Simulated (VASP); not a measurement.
# ZnO (P6_3mc) in VASP: notebook

ZnO is run at these levels: PBE; tasks: single point.

All numbers are computed with VASP 6.6.1; they aren't measurements. Logs are shortened: lines on timing, memory, paths and dates and some standing lists are left out, and cuts for length are marked.

## 1. The cell of the first run

The structure is hexagonal, space group P6_3mc (No. 186). Conventional cell: a = 3.351 Å, b = 3.351 Å, c = 5.226 Å, α = 90.00°, β = 90.00°, γ = 120.00°. Zn (site symmetry 3m) has 4 O at 1.96 to 2.04 Å within 2.6 Å. O (site symmetry 3m) has 4 Zn at 1.96 to 2.04 Å within 2.6 Å.

## 2. Single point, PBE

INCAR reads:

```
  PREC = Accurate
  ENCUT = 600
  EDIFF = 1E-6
  ISMEAR = -1
  SIGMA = 0.1
  LREAL = False
  LASPH = True
  NELM = 120
  ALGO = Normal
  ISIF = 2
  LWAVE = False
  LCHARG = True
  GGA = PE
  LELF = True
  LVHAR = True
  NBANDS = 26
  GGA_COMPAT = False
```

KPOINTS reads:

```
regular mesh
0
Gamma
  8 8 5
```

POSCAR reads:

```
ZnO
1.0
    3.3509995100      0.0000000000      0.0000000000
   -1.6754997600      2.9020507100      0.0000000000
    0.0000000000      0.0000000000      5.2260000000
Zn O
2 2
Direct
    0.3333333300      0.6666666700      0.0000000000
    0.6666666700      0.3333333300      0.5000000000
    0.3333333300      0.6666666700      0.3750000000
    0.6666666700      0.3333333300      0.8750000000
```

Potentials or basis: VASP PAW PBE potentials, release 64 (Zn, O).

Launch:

```bash
cat potpaw_PBE.64/Zn/POTCAR potpaw_PBE.64/O/POTCAR > POTCAR
mpirun -np 1 vasp_std > vasp.out
```

OUTCAR:

```text
PREC = Accurate
   ENCUT = 600
   EDIFF = 1E-6
   ISMEAR = -1
   LREAL = False
   LASPH = True
   NELM = 120
   ISIF = 2
   GGA = PE

 ion  position               nearest neighbor table
   1  0.333  0.667  0.000-   3 1.96   4 2.04   4 2.04   4 2.04
   2  0.667  0.333  0.500-   4 1.96   3 2.04   3 2.04   3 2.04
   3  0.333  0.667  0.375-   1 1.96   2 2.04   2 2.04   2 2.04
   4  0.667  0.333  0.875-   2 1.96   1 2.04   1 2.04   1 2.04

  LATTYP: Found a hexagonal cell.
 ALAT       =     3.3509995100
 C/A-ratio  =     1.5595346954

  Lattice vectors:

 A1 = (   3.3509995100,   0.0000000000,   0.0000000000)
 A2 = (  -1.6754997600,   2.9020507100,   0.0000000000)
 A3 = (   0.0000000000,   0.0000000000,   5.2260000000)

Analysis of symmetry for initial positions (statically):
=====================================================================
 Subroutine PRICEL returns:
 Original cell was already a primitive cell.

 Routine SETGRP: Setting up the symmetry group for a
 hexagonal supercell.

 Subroutine GETGRP returns: Found 12 space group operations
 (whereof  6 operations were pure point group operations)
 out of a pool of 24 trial point group operations.

The static configuration has the point symmetry C_3v.
 The point group associated with its full space group is C_6v.

Analysis of symmetry for dynamics (positions and initial velocities):
=====================================================================
 Subroutine PRICEL returns:
 Original cell was already a primitive cell.

 Routine SETGRP: Setting up the symmetry group for a
 hexagonal supercell.

 Subroutine GETGRP returns: Found 12 space group operations
 (whereof  6 operations were pure point group operations)
 out of a pool of 24 trial point group operations.

The dynamic configuration has the point symmetry C_3v.
 The point group associated with its full space group is C_6v.

 Subroutine INISYM returns: Found 12 space group operations
 (whereof  6 operations are pure point group operations),
 and found     1 'primitive' translations

----------------------------------------------------------------------------------------

                                     Primitive cell

  volume of cell :      50.8217

  direct lattice vectors                    reciprocal lattice vectors
     3.350999510  0.000000000  0.000000000     0.298418426  0.172291959  0.000000000
    -1.675499760  2.902050710  0.000000000     0.000000000  0.344583917  0.000000000
     0.000000000  0.000000000  5.226000000     0.000000000  0.000000000  0.191350938

  length of vectors
     3.350999510  3.350999518  5.226000000     0.344583917  0.344583917  0.191350938

  position of ions in fractional coordinates (direct lattice)
     0.333333330  0.666666670  0.000000000
     0.666666670  0.333333330  0.500000000
     0.333333330  0.666666670  0.375000000
     0.666666670  0.333333330  0.875000000

  ion indices of the primitive-cell ions
   primitive index   ion index
                 1           1
                 2           2
                 3           3
                 4           4

----------------------------------------------------------------------------------------

 KPOINTS: regular mesh

Automatic generation of k-mesh.
 Grid dimensions read from file:
 generate k-points for:    8    8    5

 Generating k-lattice:

  Cartesian coordinates                     Fractional coordinates (reciprocal lattice)
     0.037302303  0.021536495  0.000000000     0.125000000  0.000000000  0.000000000
     0.000000000  0.043072990  0.000000000     0.000000000  0.125000000  0.000000000
     0.000000000  0.000000000  0.038270188     0.000000000  0.000000000  0.200000000

  Length of vectors
     0.043072990  0.043072990  0.038270188

  Shift w.r.t. Gamma in fractional coordinates (k-lattice)
     0.000000000  0.000000000  0.000000000

 Subroutine IBZKPT returns following result:
 ===========================================

 Found     30 irreducible k-points:

 Following reciprocal coordinates:
            Coordinates               Weight
  0.000000  0.000000  0.000000      1.000000
  0.125000  0.000000  0.000000      6.000000
  0.250000  0.000000  0.000000      6.000000
  0.375000 -0.000000  0.000000      6.000000
  0.500000  0.000000  0.000000      3.000000
  0.125000  0.125000  0.000000      6.000000
[... 16 lines left out ...]
  0.250000  0.000000  0.400000     12.000000
  0.375000 -0.000000  0.400000     12.000000
 [... further k-points ...]
   k-points           NKPTS =     30   k-points in BZ     NKDIM =     30   number of bands    NBANDS=     26
   number of dos      NEDOS =    301   number of ions     NIONS =      4
   total plane-waves  NPLWV =  32928
   dimension x,y,z NGX =    28 NGY =   28 NGZ =   42
   dimension x,y,z NGXF=    56 NGYF=   56 NGZF=   84
   ions per type =               2   2
   NGX,Y,Z   is equivalent  to a cutoff of  13.89, 13.89, 13.36 a.u.
   NGXF,Y,Z  is equivalent  to a cutoff of  27.78, 27.78, 26.72 a.u.
 SYSTEM =  unknown system
   PREC   = accura    normal or accurate (medium, high low for compatibility)
   ISTART =      0    job   : 0-new  1-cont  2-samecut
   ICHARG =      2    charge: 1-file 2-atom 10-const
   ISPIN  =      1    spin polarized calculation?
   LNONCOLLINEAR =      F non collinear calculations
   LSORBIT =      F    spin-orbit coupling
   LASPH  =      T    aspherical Exc in radial PAW
   ENCUT  =  600.0 eV  44.10 Ry    6.64 a.u.   6.69  6.69 10.44*2*pi/ulx,y,z
   NELM   =    120;   NELMIN=  2; NELMDL= -5     # of ELM steps
   EDIFF  = 0.1E-05   stopping-criterion for ELM
   LREAL  =      F    real-space projection
   EDIFFG = 0.1E-04   stopping-criterion for IOM
   NSW    =      0    number of steps for IOM
   IBRION =     -1    ionic relax: 0-MD 1-quasi-New 2-CG
   NFREE  =      0    steps in history (QN), initial steepest desc. (CG)
   ISIF   =      2    stress and relaxation
   ISYM   =      2    0-nonsym 1-usesym 2-fastsym
   POTIM  = 0.5000    time-step for ionic-motion
   TEBEG  =    0.0;   TEEND  =   0.0 temperature during run
   PSTRESS=    0.0 pullay stress
   NELECT =      36.0000    total number of electrons
   NUPDOWN=      -1.0000    fix difference up-down
   EMIN   =  10.00;   EMAX   =-10.00  energy-range for DOS
   EFERMI =   0.00;   METHOD = LEGACY
   ISMEAR =    -1;   SIGMA  =   0.10  broadening in eV -4-tet -1-fermi 0-gaus
   EFERMI_NEDOS =   21; number of points for ismear=-14 and -15
   IALGO  =     38    algorithm
   IMIX   =      4    mixing-type and parameters
     AMIX     =   0.40;   BMIX     =  1.00
     AMIX_MAG =   1.60;   BMIX_MAG =  1.00
  volume/ion in A,a.u.               =      12.71        85.74
  Fermi-wavevector in a.u.,A,eV,Ry     =   1.459350  2.757771 28.976353  2.129702
  Thomas-Fermi vector in A             =   2.575927
   LORBIT       =      0    0 simple, 1 ext, 2 COOP (PROOUT), +10 PAW based schemes
   GGA     = PE    functional components
   LHFCALC =     F    Hartree Fock is set to
   AEXX    =    0.0000 exact exchange contribution
   IVDW    =     0    specifies the selected vdW correction
   LEPSILON=     F    determine dielectric tensor
   LRPA    =     F    only Hartree local field effects (RPA)
 non-spin polarized calculation
  energy-cutoff  :      600.00
  volume of cell :       50.82
 maximum number of plane-waves:      1725
 NGX is ok and might be reduce to    28
   NGX = 13   NGY = 13   NGZ = 21

 number of electron      36.0000019 magnetization

 Free energy of the ion-electron system (eV)
  ---------------------------------------------------
  ext. energy  EPLUGINS =         0.00000000
  ---------------------------------------------------
  free energy    TOTEN  =       -17.81782301 eV

  energy without entropy =      -17.81713977  energy(sigma->0) =      -17.81748139

 E-fermi :   1.1121     XC(G=0): -10.5636

 val. band max:        0.6206076200   @ k =   0.0000   0.0000   0.0000
 cond. band min:       1.3293981910   @ k =   0.0000   0.0000   0.0000
 fundamental gap:      0.7087905710
 Fermi energy:         1.1120523367

 k-point     1 :       0.0000    0.0000    0.0000
  band No.  band energies     occupation
      1     -16.9639      2.00000
      2     -16.2886      2.00000
      3      -4.7816      2.00000
      4      -4.7459      2.00000
      5      -4.7459      2.00000
      6      -4.5391      2.00000
[... 18 lines left out ...]
     25      14.1549      0.00000
     26      14.9004      0.00000

 k-point     2 :       0.1250    0.0000    0.0000
  band No.  band energies     occupation
      1     -16.8927      2.00000
      2     -16.2621      2.00000
      3      -4.8266      2.00000
      4      -4.7254      2.00000
      5      -4.7086      2.00000
      6      -4.5562      2.00000
[... 18 lines left out ...]
     25      14.2885      0.00000
     26      14.9061      0.00000

 k-point     3 :       0.2500    0.0000    0.0000
  band No.  band energies     occupation
      1     -16.7089      2.00000
      2     -16.2052      2.00000
      3      -4.9396      2.00000
      4      -4.6698      2.00000
      5      -4.6315      2.00000
      6      -4.5209      2.00000
[... 18 lines left out ...]
     25      13.6252      0.00000
     26      14.1992      0.00000

 k-point     4 :       0.3750   -0.0000    0.0000
  band No.  band energies     occupation
      1     -16.4957      2.00000
      2     -16.1702      2.00000
      3      -4.9658      2.00000
      4      -4.6572      2.00000
      5      -4.5785      2.00000
      6      -4.3529      2.00000
[... 18 lines left out ...]
     25      13.4410      0.00000
     26      14.0752      0.00000
[... 496 lines left out ...]
      1     -16.6792      2.00000
      2     -16.4842      2.00000
      3      -4.9916      2.00000
      4      -4.9687      2.00000
      5      -4.6759      2.00000
      6      -4.6564      2.00000
[... 18 lines left out ...]
     25      13.1832      0.00000
     26      13.5155      0.00000

 k-point    23 :       0.2500    0.0000    0.4000
  band No.  band energies     occupation
      1     -16.5340      2.00000
      2     -16.3780      2.00000
      3      -5.0656      2.00000
      4      -5.0004      2.00000
      5      -4.5753      2.00000
      6      -4.5480      2.00000
[... 18 lines left out ...]
     25      13.4434      0.00000
     26      13.6790      0.00000

 k-point    24 :       0.3750   -0.0000    0.4000
  band No.  band energies     occupation
      1     -16.3771      2.00000
      2     -16.2761      2.00000
      3      -5.0987      2.00000
      4      -5.0273      2.00000
      5      -4.4484      2.00000
      6      -4.4152      2.00000
[... 18 lines left out ...]
     25      13.5804      0.00000
     26      13.7813      0.00000

 [... further k-points ...]
[... 5 lines left out ...]
  --------------------------------------------------------------------------------------
  -------------------------------------------------------------------------------------
  Total       -1.7159612     -1.7159612      0.9501805      0.0000000      0.0000000      0.0000000
  in kB      -54.0965128    -54.0965130     29.9549037      0.0000001      0.0000000      0.0000000
  external PRESSURE =     -26.0793741 kB  Pullay stress =       0.0000000 kB

 VOLUME and BASIS-vectors are now :
 -----------------------------------------------------------------------------
  energy-cutoff  :      600.00
  volume of cell :       50.82
      direct lattice vectors                 reciprocal lattice vectors
     3.350999510  0.000000000  0.000000000     0.298418426  0.172291959  0.000000000
    -1.675499760  2.902050710  0.000000000     0.000000000  0.344583917  0.000000000
     0.000000000  0.000000000  5.226000000     0.000000000  0.000000000  0.191350938

 POSITION                                       TOTAL-FORCE (eV/Angst)
 -----------------------------------------------------------------------------------
     -0.00000      1.93470      0.00000         0.000000     -0.000000     -0.409714
      1.67550      0.96735      2.61300        -0.000000      0.000000     -0.409714
     -0.00000      1.93470      1.95975         0.000000     -0.000000      0.409714
      1.67550      0.96735      4.57275        -0.000000      0.000000      0.409714
 -----------------------------------------------------------------------------------
    total drift:                               -0.000017      0.000009     -0.000655

  FREE ENERGIE OF THE ION-ELECTRON SYSTEM (eV)
  ---------------------------------------------------
  free  energy   TOTEN  =       -17.8178230143 eV

  energy  without entropy=      -17.8171397666  energy(sigma->0) =      -17.81748139
```

Run time: 54 s. Hardware: 1 thread of Intel Xeon Platinum 8375C at 2.90GHz (Ice Lake), shared host; peak memory 0.19 GiB.

Results:

```
Free energy            : -17.8178 eV
Pressure               : -2.6 GPa
Largest force          : 0.410 eV/Å
Band gap on the k mesh : 0.71 eV
```

Forces on the atoms (eV/Å):
```
Zn   0.000  0.000 -0.410
Zn   0.000  0.000 -0.410
O    0.000  0.000  0.410
O    0.000  0.000  0.410
```

Levels at points of the mesh, in eV from the valence-band top:
| k point | band 14 | band 15 | band 16 | band 17 | band 18 | band 19 | band 20 | band 21 | band 22 | band 23 |
| --- | --- | --- | --- | --- | --- | --- | --- | --- | --- | --- |
| (0.00, 0.00, 0.00) | -0.85 | -0.85 | -0.02 | -0.02 | 0.00 | 0.71 | 4.92 | 8.31 | 12.30 | 12.30 |
| (0.50, 0.00, 0.00) | -3.20 | -2.65 | -2.16 | -1.17 | -0.68 | 5.46 | 6.74 | 7.69 | 7.90 | 10.62 |

Caveat: the stress differs along the axes, from -5 to 3 GPa; semilocal functionals underestimate gaps, and a narrow one can read as zero.

## 3. Single point, PBE

INCAR reads:

```
SYSTEM = ZnO
PREC = Accurate
ENCUT = 600
EDIFF = 1E-6
ISMEAR = 0
SIGMA = 0.01
LREAL = .False.
LASPH = .True.
NELM = 120
ALGO = Normal
ISIF = 2
LWAVE = .False.
LCHARG = .False.
GGA = PE
NBANDS = 26
GGA_COMPAT = .False.
```

KPOINTS reads:

```
Automatic mesh
0
Gamma
  8 8 5
  0 0 0
```

POSCAR is that of step 2.

Potentials or basis: VASP PAW PBE potentials, release 64 (Zn, O).

Launch:

```bash
cat potpaw_PBE.64/Zn/POTCAR potpaw_PBE.64/O/POTCAR > POTCAR
mpirun -np 1 vasp_std > vasp.out
```

Wall time 56 s (1 thread of Intel Xeon Platinum 8375C at 2.90GHz (Ice Lake), shared host); peak memory 0.19 GiB.

Results (log left out):

* Free energy: -17.8177 eV
* Pressure: -2.6 GPa
* Largest force: 0.410 eV/Å
* Band gap on the k mesh: 0.71 eV

Forces on the atoms (eV/Å):
```
Zn   0.000  0.000 -0.410
Zn   0.000  0.000 -0.410
O    0.000  0.000  0.410
O    0.000  0.000  0.410
```

Stress tensor (GPa, compression positive):
```
-5.41  0.00  0.00
 0.00 -5.41  0.00
 0.00  0.00  2.99
```

Levels at points of the mesh, in eV from the valence-band top:
| k point | band 16 | band 17 | band 18 | band 19 | band 20 | band 21 |
| --- | --- | --- | --- | --- | --- | --- |
| (0.00, 0.00, 0.00) | -0.02 | -0.02 | 0.00 | 0.71 | 4.92 | 8.31 |
| (0.50, 0.00, 0.00) | -2.16 | -1.17 | -0.68 | 5.46 | 6.74 | 7.69 |

Caveat: the stress differs along the axes, from -5 to 3 GPa; semilocal functionals underestimate gaps, and a narrow one can read as zero.
